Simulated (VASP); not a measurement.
# Sc3Mo (P6/mmm) in VASP: further runs, part 2 of 2

VASP 6.6.1. The steps go on from the part before.

## 3. Single point, PBE

This run uses another cell than the first one, of 22.64 Å³/atom.

The input, INCAR:

```
PREC     = Accurate       # precision mode
ENCUT    = 520            # plane-wave cutoff, eV
EDIFF    = 1E-7           # SCF threshold, eV
ISMEAR   = 0              # smearing method
SIGMA    = 0.1            # smearing width, eV
LREAL    = F              # projectors in reciprocal space
LASPH    = T              # aspherical terms in the spheres
NELM     = 80             # most SCF steps
ALGO     = Fast           # electronic algorithm
ISIF     = 2              # what is computed and relaxed
LWAVE    = F              # write WAVECAR
LCHARG   = T              # write CHGCAR
GGA      = PE             # functional
LELF     = T              # ELF
LVHAR    = T            
NBANDS   = 32             # bands
```

The input, KPOINTS:

```
Automatic mesh
0
Gamma
  6 6 6
```

The input, POSCAR:

```
Sc3Mo
1.0
    5.3277228000      0.0000000000      0.0000000000
   -2.6638614000      4.6139432900      0.0000000000
    0.0000000000      0.0000000000      3.6848189300
Sc Mo
3 1
Direct
    0.5000000000      0.0000000000      0.0000000000
    0.0000000000      0.5000000000      0.0000000000
    0.5000000000      0.5000000000      0.0000000000
    0.0000000000      0.0000000000      0.5000000000
```

Potentials or basis: VASP PAW PBE potentials, release 64 (Sc_sv, Mo_sv).

Launch:

```bash
$ cat potpaw_PBE.64/Sc_sv/POTCAR potpaw_PBE.64/Mo_sv/POTCAR > POTCAR
$ mpirun -np 1 vasp_std > vasp.out
```

It took 1.8 min on 1 thread of Intel Xeon Platinum 8375C at 2.90GHz (Ice Lake), shared host; peak memory 0.24 GiB.

Results (log left out):

```
Free energy            : -25.6351 eV
Pressure               : -1.3 GPa
Band gap on the k mesh : zero (an odd number of electrons rules out a gap without spin polarisation)
```

Stress tensor (GPa, compression positive):
```
  8.54   0.00   0.00
  0.00   8.54   0.00
  0.00   0.00 -21.13
```

Levels at points of the mesh, in eV from the Fermi level:
```
           k point  band 20  band 21  band 22  band 23  band 24  band 25  band 26  band 27  band 28  band 29
(0.00, 0.00, 0.00)    -1.55    -1.32    -0.40    -0.40     0.27     0.70     0.70     1.97     2.34     2.34
(0.50, 0.00, 0.00)    -0.28    -0.18    -0.02     0.00     0.02     0.17     0.48     0.96     1.07     1.62
(0.00, 0.00, 0.50)    -1.36    -0.56    -0.56    -0.09    -0.09    -0.08    -0.08    -0.06    -0.06     2.21
(0.50, 0.00, 0.50)    -1.16    -0.85    -0.58    -0.46    -0.34     0.66     1.07     1.33     1.38     1.91
```

## 4. Single point, PBE, collinear spin

The input, INCAR:

```
SYSTEM = Sc3Mo
ALGO = Fast
EDIFF = 1E-6
ENCUT = 520
GGA = PE
ISIF = 2
ISMEAR = 0
ISPIN = 2
LASPH = .TRUE.
LCHARG = .FALSE.
LMAXMIX = 4
LORBIT = 11
LREAL = .FALSE.
LWAVE = .FALSE.
MAGMOM = 1 1 1 1
NBANDS = 36
NELM = 150
PREC = Accurate
SIGMA = 0.1
```

The input, KPOINTS:

```
k-points
0
G
  3 3 6
  0 0 0
```

The input, POSCAR:

```
Sc3Mo
1.0
    5.8765206725      0.0000000000      0.0000000000
   -2.9382603362      5.0892161882      0.0000000000
    0.0000000000      0.0000000000      2.7204350143
Sc Mo
3 1
Direct
    0.5000000000      0.0000000000      0.0000000000
    0.0000000000      0.5000000000      0.0000000000
    0.5000000000      0.5000000000      0.0000000000
    0.0000000000      0.0000000000      0.5000000000
```

Potentials or basis: VASP PAW PBE potentials, release 64 (Sc_sv, Mo_sv).

Launch:

```bash
$ cat potpaw_PBE.64/Sc_sv/POTCAR potpaw_PBE.64/Mo_sv/POTCAR > POTCAR
$ mpirun -np 1 vasp_std > vasp.out
```

OUTCAR:

```text
SYSTEM = Sc3Mo
   EDIFF = 1E-6
   ENCUT = 520
   GGA = PE
   ISIF = 2
   ISMEAR = 0
   ISPIN = 2
   LASPH = .TRUE.
   LORBIT = 11
   LREAL = .FALSE.
   NELM = 150
   PREC = Accurate

 ion  position               nearest neighbor table
   1  0.500  0.000  0.000-   3 2.94   3 2.94   2 2.94   2 2.94   4 3.24   4 3.24   4 3.24   4 3.24

   2  0.000  0.500  0.000-   1 2.94   1 2.94   3 2.94   3 2.94   4 3.24   4 3.24   4 3.24   4 3.24

   3  0.500  0.500  0.000-   1 2.94   1 2.94   2 2.94   2 2.94   4 3.24   4 3.24   4 3.24   4 3.24

[... 1134 lines left out ...]
     5.876520672  0.000000000  0.000000000     0.170168720  0.098246956  0.000000000
    -2.938260336  5.089216188  0.000000000     0.000000000  0.196493912  0.000000000
     0.000000000  0.000000000  2.720435014     0.000000000  0.000000000  0.367588270

 POSITION                                       TOTAL-FORCE (eV/Angst)
 -----------------------------------------------------------------------------------
      2.93826      0.00000      0.00000         0.000000      0.000000      0.000000
     -1.46913      2.54461      0.00000         0.000000      0.000000      0.000000
      1.46913      2.54461      0.00000        -0.000000      0.000000      0.000000
      0.00000      0.00000      1.36022         0.000000      0.000000      0.000000
 -----------------------------------------------------------------------------------
    total drift:                               -0.000000      0.000000      0.000000

  FREE ENERGIE OF THE ION-ELECTRON SYSTEM (eV)
  ---------------------------------------------------
  free  energy   TOTEN  =       -28.1877313955 eV

  energy  without entropy=      -28.1485257227  energy(sigma->0) =      -28.16812856

 total charge

# of ion       s       p       d       tot
------------------------------------------
    1        2.279   6.129   1.153   9.561
    2        2.279   6.129   1.153   9.561
    3        2.279   6.129   1.153   9.561
    4        2.344   6.092   3.813  12.249
--------------------------------------------------
tot          9.182  24.479   7.271  40.932

 magnetization (x)

# of ion       s       p       d       tot
------------------------------------------
    1        0.006   0.006   0.073   0.086
    2        0.006   0.006   0.073   0.086
    3        0.006   0.006   0.073   0.086
    4       -0.000   0.003   0.015   0.018
--------------------------------------------------
tot          0.018   0.022   0.235   0.276
```

OSZICAR:

```text
N       E                     dE             d eps       ncg     rms          rms(c)
DAV:   1     0.847612391653E+03    0.84761E+03   -0.22150E+04  1752   0.141E+03
DAV:   2     0.403574627892E+02   -0.80725E+03   -0.78588E+03  1976   0.586E+02
DAV:   3    -0.266557519229E+02   -0.67013E+02   -0.60450E+02  2628   0.201E+02
DAV:   4    -0.302405083107E+02   -0.35848E+01   -0.34078E+01  2880   0.479E+01
DAV:   5    -0.303216111395E+02   -0.81103E-01   -0.80486E-01  2840   0.800E+00    0.164E+01
RMM:   6    -0.283165839223E+02    0.20050E+01   -0.40736E+00  1919   0.174E+01    0.677E+00
RMM:   7    -0.286027664165E+02   -0.28618E+00   -0.48695E+00  2393   0.111E+01    0.516E+00
RMM:   8    -0.282192089394E+02    0.38356E+00   -0.10582E+00  2372   0.582E+00    0.268E+00
RMM:   9    -0.281927261350E+02    0.26483E-01   -0.10173E-01  2383   0.241E+00    0.154E+00
RMM:  10    -0.281876647628E+02    0.50614E-02   -0.38281E-02  2479   0.131E+00    0.876E-01
RMM:  11    -0.281878060904E+02   -0.14133E-03   -0.15913E-02  2615   0.815E-01    0.235E-01
RMM:  12    -0.281876198636E+02    0.18623E-03   -0.59867E-03  2539   0.504E-01    0.687E-02
RMM:  13    -0.281877053055E+02   -0.85442E-04   -0.12296E-03  2789   0.178E-01    0.513E-02
RMM:  14    -0.281877223000E+02   -0.16995E-04   -0.28751E-04  2667   0.841E-02    0.215E-02
RMM:  15    -0.281877294656E+02   -0.71656E-05   -0.74685E-05  2487   0.405E-02    0.984E-03
RMM:  16    -0.281877309356E+02   -0.14700E-05   -0.23567E-05  2137   0.242E-02    0.291E-03
RMM:  17    -0.281877313955E+02   -0.45987E-06   -0.72584E-06  1908   0.141E-02
   1 F= -.28187731E+02 E0= -.28168129E+02  d E =-.392057E-01  mag=     0.3934
```

Wall time 82 s (1 thread of Intel Xeon Platinum 8375C at 2.90GHz (Ice Lake), shared host); peak memory 0.26 GiB.

What came out:

```yaml
Free_energy: -28.1877 eV
Pressure: 0.4 GPa
Net_moment: 0.39 μB per cell
Site_moments: Sc +0.09; Mo +0.02 μB
Valence_electrons_inside_the_program's_atomic_spheres: Sc 9.56; Mo 12.25
```

Caveat: the k points lie up to 0.41 Å⁻¹ apart.

## 5. Overview

| spin | cell | k mesh | gap on the mesh (eV) | pressure (GPa) |
| --- | --- | --- | --- | --- |
| off | a = 5.877, b = 5.877, c = 2.720 Å, angles 90.0, 90.0, 120.0°, 4 atoms | 6 × 6 × 6 | none | 0.0 |
| off | a = 5.328, b = 5.328, c = 3.685 Å, angles 90.0, 90.0, 120.0°, 4 atoms | 6 × 6 × 6 | none | -1.3 |
| collinear | a = 5.877, b = 5.877, c = 2.720 Å, angles 90.0, 90.0, 120.0°, 4 atoms | 3 × 3 × 6 | none | 0.4 |

Alike in all rows: task single point; level PBE; potentials or basis VASP PAW PBE potentials, release 64 (Sc_sv, Mo_sv); cutoff (eV) 520; smearing gaussian 0.1 eV.

Caveats: some runs use coarse meshes.

Absolute energies hang on the potentials; compare differences alone.
